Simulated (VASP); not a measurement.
# RbBr (Fm-3m) in VASP: settings compared

Aim: see how the results for RbBr move with the level of theory and the settings. Levels: PBEsol, revPBE+D3(BJ), r2SCAN+D4. Tasks: single point.

Program: VASP 6.6.1. These are calculated values, not measurements. Logs are shortened: lines on timing, memory, paths and dates and some standing lists are left out, and cuts for length are marked.

## Step 1: The cell of the first run

The structure is cubic, space group Fm-3m (No. 225). The conventional cell has a = 6.850 Å, b = 6.850 Å, c = 6.850 Å, α = 90.00°, β = 90.00°, γ = 90.00°. Within 4.5 Å of Rb (site symmetry m-3m) lie 6 Br at 3.43 Å. Br (site symmetry m-3m) has 6 Rb at 3.43 Å within 4.5 Å.

## Step 2: Single point, PBEsol

Input file INCAR:

```
PREC     = Accurate       # precision mode
ENCUT    = 500            # plane-wave cutoff, eV
EDIFF    = 1E-6           # SCF threshold, eV
ISMEAR   = 0              # smearing method
SIGMA    = 0.01           # smearing width, eV
LREAL    = F              # projectors in reciprocal space
LASPH    = T              # aspherical terms in the spheres
NELM     = 120            # most SCF steps
ALGO     = Normal         # electronic algorithm
ISIF     = 2              # what is computed and relaxed
LWAVE    = F              # write WAVECAR
LCHARG   = T              # write CHGCAR
GGA      = PS             # functional
LELF     = T              # ELF
LVHAR    = T            
NBANDS   = 15             # bands
GGA_COMPAT= F
```

Input file KPOINTS:

```
regular mesh
0
Gamma
  4 4 4
```

Input file POSCAR:

```
RbBr
1.0
    0.0000000000      3.4250094068      3.4250094068
    3.4250094068      0.0000000000      3.4250094068
    3.4250094068      3.4250094068      0.0000000000
Rb Br
1 1
Direct
    0.0000000000      0.0000000000      0.0000000000
    0.5000000000      0.5000000000      0.5000000000
```

Potentials or basis: VASP PAW PBE potentials, release 64 (Rb_sv, Br).

Started as:

```sh
cat potpaw_PBE.64/Rb_sv/POTCAR potpaw_PBE.64/Br/POTCAR > POTCAR
mpirun -np 1 vasp_std > vasp.out
```

OUTCAR:

```text
PREC = Accurate
   ENCUT = 500
   EDIFF = 1E-6
   ISMEAR = 0
   LREAL = F
   LASPH = T
   NELM = 120
   ISIF = 2
   GGA = PS

 ion  position               nearest neighbor table
   1  0.000  0.000  0.000-   2 3.43   2 3.43   2 3.43   2 3.43   2 3.43   2 3.43
   2  0.500  0.500  0.500-   1 3.43   1 3.43   1 3.43   1 3.43   1 3.43   1 3.43

  LATTYP: Found a face centered cubic cell.
 ALAT       =     6.8500188136

  Lattice vectors:

 A1 = (   0.0000000000,   3.4250094068,   3.4250094068)
 A2 = (   3.4250094068,   0.0000000000,   3.4250094068)
 A3 = (   3.4250094068,   3.4250094068,   0.0000000000)

Analysis of symmetry for initial positions (statically):
=====================================================================
 Subroutine PRICEL returns:
 Original cell was already a primitive cell.

 Routine SETGRP: Setting up the symmetry group for a
 face centered cubic supercell.

 Subroutine GETGRP returns: Found 48 space group operations
 (whereof 48 operations were pure point group operations)
 out of a pool of 48 trial point group operations.

The static configuration has the point symmetry O_h .

Analysis of symmetry for dynamics (positions and initial velocities):
=====================================================================
 Subroutine PRICEL returns:
 Original cell was already a primitive cell.

 Routine SETGRP: Setting up the symmetry group for a
 face centered cubic supercell.

 Subroutine GETGRP returns: Found 48 space group operations
 (whereof 48 operations were pure point group operations)
 out of a pool of 48 trial point group operations.

The dynamic configuration has the point symmetry O_h .

 Subroutine INISYM returns: Found 48 space group operations
 (whereof 48 operations are pure point group operations),
 and found     1 'primitive' translations

----------------------------------------------------------------------------------------

                                     Primitive cell

  volume of cell :      80.3554

  direct lattice vectors                    reciprocal lattice vectors
     0.000000000  3.425009407  3.425009407    -0.145985001  0.145985001  0.145985001
     3.425009407  0.000000000  3.425009407     0.145985001 -0.145985001  0.145985001
     3.425009407  3.425009407  0.000000000     0.145985001  0.145985001 -0.145985001

  length of vectors
     4.843694754  4.843694754  4.843694754     0.252853438  0.252853438  0.252853438
[... 72 lines left out ...]
   POTIM  = 0.5000    time-step for ionic-motion
   TEBEG  =    0.0;   TEEND  =   0.0 temperature during run
   PSTRESS=    0.0 pullay stress
   NELECT =      16.0000    total number of electrons
   NUPDOWN=      -1.0000    fix difference up-down
   EMIN   =  10.00;   EMAX   =-10.00  energy-range for DOS
   EFERMI =   0.00;   METHOD = LEGACY
   ISMEAR =     0;   SIGMA  =   0.01  broadening in eV -4-tet -1-fermi 0-gaus
   EFERMI_NEDOS =   21; number of points for ismear=-14 and -15
   IALGO  =     38    algorithm
   IMIX   =      4    mixing-type and parameters
     AMIX     =   0.40;   BMIX     =  1.00
     AMIX_MAG =   1.60;   BMIX_MAG =  1.00
  volume/ion in A,a.u.               =      40.18       271.13
  Fermi-wavevector in a.u.,A,eV,Ry     =   0.955967  1.806516 12.434005  0.913874
  Thomas-Fermi vector in A             =   2.084853
   LORBIT       =      0    0 simple, 1 ext, 2 COOP (PROOUT), +10 PAW based schemes
   GGA     = PS    functional components
   LHFCALC =     F    Hartree Fock is set to
   AEXX    =    0.0000 exact exchange contribution
   IVDW    =     0    specifies the selected vdW correction
   LEPSILON=     F    determine dielectric tensor
   LRPA    =     F    only Hartree local field effects (RPA)
 non-spin polarized calculation
 Gauss-broadening in eV      SIGMA  =   0.01
  energy-cutoff  :      500.00
  volume of cell :       80.36
 maximum number of plane-waves:      2085
   NGX = 17   NGY = 17   NGZ = 17

 number of electron      15.9999999 magnetization

 Free energy of the ion-electron system (eV)
  ---------------------------------------------------
  ext. energy  EPLUGINS =         0.00000000
  ---------------------------------------------------
  free energy    TOTEN  =        -6.35509892 eV

  energy without entropy =       -6.35509892  energy(sigma->0) =       -6.35509892

 E-fermi :  -1.7544     XC(G=0):  -7.4123

 val. band max:       -1.8381842346   @ k =   0.0000   0.0000   0.0000
 cond. band min:       2.3771788718   @ k =   0.0000   0.0000   0.0000
 fundamental gap:      4.2153631064
 Fermi energy:        -1.7543755997

 k-point     1 :       0.0000    0.0000    0.0000
  band No.  band energies     occupation
      1     -26.1904      2.00000
      2     -14.0329      2.00000
      3     -10.2781      2.00000
      4     -10.2781      2.00000
      5     -10.2781      2.00000
      6      -1.8382      2.00000
      7      -1.8382      2.00000
      8      -1.8382      2.00000
      9       2.3772      0.00000
     10       5.3620      0.00000
     11       5.3620      0.00000
     12       5.3620      0.00000
     13       6.2543      0.00000
     14       6.2543      0.00000
[... 113 lines left out ...]
      2     -14.0060      2.00000
      3     -10.4106      2.00000
      4     -10.4106      2.00000
      5     -10.2599      2.00000
      6      -2.3459      2.00000
      7      -2.1963      2.00000
      8      -2.1963      2.00000
      9       5.1365      0.00000
     10       5.1365      0.00000
     11       6.3361      0.00000
     12       6.6908      0.00000
     13       9.0343      0.00000
     14       9.0626      0.00000
     15       9.0873      0.00000

------------------------ aborting loop because EDIFF is reached ----------------------------------------

  FORCE on cell =-STRESS in cart. coord.  units (eV):
  Direction    XX          YY          ZZ          XY          YZ          ZX
  --------------------------------------------------------------------------------------
  -------------------------------------------------------------------------------------
  Total       -0.0013742     -0.0013742     -0.0013742     -0.0000000      0.0000000     -0.0000000
  in kB       -0.0273991     -0.0273991     -0.0273991     -0.0000000      0.0000000     -0.0000000
  external PRESSURE =      -0.0273991 kB  Pullay stress =       0.0000000 kB

 VOLUME and BASIS-vectors are now :
 -----------------------------------------------------------------------------
  energy-cutoff  :      500.00
  volume of cell :       80.36
      direct lattice vectors                 reciprocal lattice vectors
     0.000000000  3.425009407  3.425009407    -0.145985001  0.145985001  0.145985001
     3.425009407  0.000000000  3.425009407     0.145985001 -0.145985001  0.145985001
     3.425009407  3.425009407  0.000000000     0.145985001  0.145985001 -0.145985001

 POSITION                                       TOTAL-FORCE (eV/Angst)
 -----------------------------------------------------------------------------------
      0.00000      0.00000      0.00000        -0.000000      0.000000     -0.000000
      3.42501      3.42501      3.42501         0.000000     -0.000000      0.000000
 -----------------------------------------------------------------------------------
    total drift:                                0.000000      0.000000      0.000000

  FREE ENERGIE OF THE ION-ELECTRON SYSTEM (eV)
  ---------------------------------------------------
  free  energy   TOTEN  =        -6.3550989234 eV

  energy  without entropy=       -6.3550989234  energy(sigma->0) =       -6.35509892
```

OSZICAR:

```text
N       E                     dE             d eps       ncg     rms          rms(c)
DAV:   1     0.814313546604E+02    0.81431E+02   -0.66889E+03   240   0.906E+02
DAV:   2    -0.838576106785E+00   -0.82270E+02   -0.75656E+02   317   0.165E+02
DAV:   3    -0.638226998080E+01   -0.55437E+01   -0.55221E+01   303   0.448E+01
DAV:   4    -0.655856846025E+01   -0.17630E+00   -0.17627E+00   367   0.721E+00
DAV:   5    -0.655973203037E+01   -0.11636E-02   -0.11636E-02   303   0.615E-01    0.278E+00
DAV:   6    -0.636130360836E+01    0.19843E+00   -0.24136E-01   310   0.227E+00    0.182E+00
DAV:   7    -0.634473181178E+01    0.16572E-01   -0.10408E-01   317   0.159E+00    0.924E-01
DAV:   8    -0.635443788725E+01   -0.97061E-02   -0.11849E-02   254   0.633E-01    0.106E-01
DAV:   9    -0.635471541483E+01   -0.27753E-03   -0.52386E-04   338   0.114E-01    0.607E-02
DAV:  10    -0.635509094493E+01   -0.37553E-03   -0.51058E-04   254   0.116E-01    0.233E-02
DAV:  11    -0.635509237761E+01   -0.14327E-05   -0.26504E-05   325   0.254E-02    0.675E-03
DAV:  12    -0.635509870383E+01   -0.63262E-05   -0.88787E-06   254   0.165E-02    0.176E-03
DAV:  13    -0.635509892338E+01   -0.21955E-06   -0.37341E-07   274   0.349E-03
   1 F= -.63550989E+01 E0= -.63550989E+01  d E =-.827829E-34
```

stdout:

```text
POSCAR found type information on POSCAR RbBr
 POSCAR found :  2 types and       2 ions
 scaLAPACK will be used
 -----------------------------------------------------------------------------
|                                                                             |
|                                                                             |
|     You enforced a specific xc type in the INCAR file but a different       |
|     I HOPE YOU KNOW WHAT YOU ARE DOING!                                     |
|                                                                             |
 -----------------------------------------------------------------------------

 LDA part: xc-table for (Slater+PW92), standard interpolation
 POSCAR, INCAR and KPOINTS ok, starting setup
 FFT: planning ... GRIDC
 FFT: planning ... GRID_SOFT
 FFT: planning ... GRID
 WAVECAR not read
 entering main loop
```

It took 14 s on 1 thread of Intel Xeon Platinum 8259CL at 2.50GHz (Skylake/Cascade Lake), shared host; peak memory 0.2 GiB.

What came out:

| Item | Value |
| --- | --- |
| Free energy | -6.3551 eV |
| Pressure | 0.0 GPa |
| Band gap on the k mesh | 4.22 eV |

Levels at points of the mesh, in eV from the valence-band top:
```tsv
k point	band 5	band 6	band 7	band 8	band 9	band 10	band 11	band 12
(0.00, 0.00, 0.00)	-8.44	0.00	0.00	0.00	4.22	7.20	7.20	7.20
(0.50, 0.00, 0.00)	-8.39	-1.02	-0.37	-0.37	6.67	7.62	9.44	9.44
(0.50, 0.50, 0.00)	-8.51	-0.49	-0.16	-0.16	5.49	7.02	9.06	9.15
```

Caveat: the PAW data sets were made with another functional, which shifts forces and pressure a little.

## Step 3: Single point, revPBE+D3(BJ)

This run uses another cell than the first one, of 42.02 Å³/atom.

Input file INCAR:

```
  PREC = Accurate
  ENCUT = 500
  EDIFF = 1E-6
  ISMEAR = 0
  SIGMA = 0.01
  LREAL = F
  LASPH = T
  NELM = 120
  ALGO = Normal
  ISIF = 2
  LWAVE = F
  LCHARG = T
  GGA = RE
  IVDW = 12
  LELF = T
  LVHAR = T
  NBANDS = 15
  GGA_COMPAT = F
```

KPOINTS is that of step 2.

Input file POSCAR:

```
RbBr
1.0
    0.0000000000      3.4764499026      3.4764499026
    3.4764499026      0.0000000000      3.4764499026
    3.4764499026      3.4764499026      0.0000000000
Rb Br
1 1
Direct
    0.0000000000      0.0000000000      0.0000000000
    0.5000000000      0.5000000000      0.5000000000
```

Potentials or basis: VASP PAW PBE potentials, release 64 (Rb_sv, Br).

Started as:

```sh
cat potpaw_PBE.64/Rb_sv/POTCAR potpaw_PBE.64/Br/POTCAR > POTCAR
mpirun -np 1 vasp_std > vasp.out
```

It took 14 s on 1 thread of Intel Xeon Platinum 8259CL at 2.50GHz (Skylake/Cascade Lake), shared host; peak memory 0.2 GiB.

The run converged. Its results:

```yaml
Free_energy: -6.4380 eV
Pressure: 0.0 GPa
Band_gap_on_the_k_mesh: 4.55 eV
Dispersion_energy_per_atom: -0.329 eV
```

Levels at points of the mesh, in eV from the valence-band top:
| k point | band 4 | band 5 | band 6 | band 7 | band 8 | band 9 | band 10 | band 11 | band 12 | band 13 |
| --- | --- | --- | --- | --- | --- | --- | --- | --- | --- | --- |
| (0.00, 0.00, 0.00) | -8.63 | -8.63 | 0.00 | 0.00 | 0.00 | 4.55 | 7.43 | 7.43 | 7.43 | 8.23 |
| (0.50, 0.00, 0.00) | -8.63 | -8.59 | -0.87 | -0.31 | -0.31 | 6.98 | 7.81 | 9.50 | 9.50 | 10.19 |
| (0.50, 0.50, 0.00) | -8.68 | -8.68 | -0.44 | -0.15 | -0.15 | 5.88 | 7.18 | 9.18 | 9.30 | 9.36 |

Caveat: the PAW data sets were made with another functional, which shifts forces and pressure a little.

## Step 4: Single point, r2SCAN+D4

This run uses another cell than the first one, of 40.99 Å³/atom.

Input file POSCAR:

```
RbBr
1.0
    0.0000000000      3.4480482078      3.4480482078
    3.4480482078      0.0000000000      3.4480482078
    3.4480482078      3.4480482078      0.0000000000
Rb Br
1 1
Direct
    0.0000000000      0.0000000000      0.0000000000
    0.5000000000      0.5000000000      0.5000000000
```

Input file INCAR.step1:

```
PREC = Accurate ; ENCUT = 550
ISMEAR = 0 ; SIGMA = 0.01
LREAL = F ; LASPH = T
NELM = 120 ; NBANDS = 15
GGA = PE ; ALGO = Normal
EDIFF = 1E-5 ; LWAVE = T
LCHARG = F ; GGA_COMPAT = F
```

Input file INCAR.step2:

```
PREC = Accurate ; ENCUT = 550
EDIFF = 1E-6 ; ISMEAR = 0
SIGMA = 0.01 ; LREAL = F
LASPH = T ; NELM = 120
ALGO = Normal ; ISIF = 2
LWAVE = F ; LCHARG = F
METAGGA = R2SCAN ; LMIXTAU = T
IVDW = 13 ; VDW_S6 = 1.0
VDW_S8 = 0.6018749 ; VDW_A1 = 0.51559235
VDW_A2 = 5.77342911 ; NBANDS = 15
ISTART = 1 ; GGA_COMPAT = F
```

Input file KPOINTS:

```
Automatic mesh
0
Gamma
  4 4 4
```

Started as:

```sh
cat potpaw_PBE.64/Rb_sv/POTCAR potpaw_PBE.64/Br/POTCAR > POTCAR
cp INCAR.step1 INCAR
mpirun -np 1 vasp_std > vasp.out
cp INCAR.step2 INCAR
mpirun -np 1 vasp_std > vasp.out
```

Wall time 61 s (1 thread of Intel Xeon Platinum 8259CL at 2.50GHz (Skylake/Cascade Lake), shared host); peak memory 0.26 GiB.

The run converged. Its results:

```yaml
Free_energy: -31.2429 eV
Pressure: 0.0 GPa
Band_gap_on_the_k_mesh: 4.92 eV
Dispersion_energy_per_atom: -0.044 eV
```

Levels at points of the mesh, in eV from the valence-band top:
| k point | band 4 | band 5 | band 6 | band 7 | band 8 | band 9 | band 10 | band 11 | band 12 | band 13 |
| --- | --- | --- | --- | --- | --- | --- | --- | --- | --- | --- |
| (0.00, 0.00, 0.00) | -8.72 | -8.72 | 0.00 | 0.00 | 0.00 | 4.92 | 7.88 | 7.88 | 7.88 | 8.93 |
| (0.50, 0.00, 0.00) | -8.73 | -8.67 | -0.94 | -0.33 | -0.33 | 7.24 | 8.21 | 10.17 | 10.17 | 10.80 |
| (0.50, 0.50, 0.00) | -8.79 | -8.79 | -0.48 | -0.16 | -0.16 | 6.08 | 7.88 | 9.62 | 10.02 | 10.28 |

Caveat: the PAW data sets were made with another functional, which shifts forces and pressure a little.

## Step 5: The runs side by side

| level | cell | cutoff (eV) | gap on the mesh (eV) | pressure (GPa) |
| --- | --- | --- | --- | --- |
| PBEsol | a = 4.844 Å, angles 60.0°, 2 atoms | 500 | 4.22 | 0.0 |
| revPBE+D3(BJ) | a = 4.916 Å, angles 60.0°, 2 atoms | 500 | 4.55 | 0.0 |
| r2SCAN+D4 | a = 4.876 Å, angles 60.0°, 2 atoms | 550 | 4.92 | 0.0 |

Alike in all rows: task single point; potentials or basis VASP PAW PBE potentials, release 64 (Rb_sv, Br); no spin polarisation; k mesh 4 × 4 × 4; smearing gaussian 0.01 eV.

Caveats: the PAW data sets were made with another functional, which shifts forces and pressure a little.

Total energies depend on the potentials used, so only differences within one code and one set of settings carry meaning.
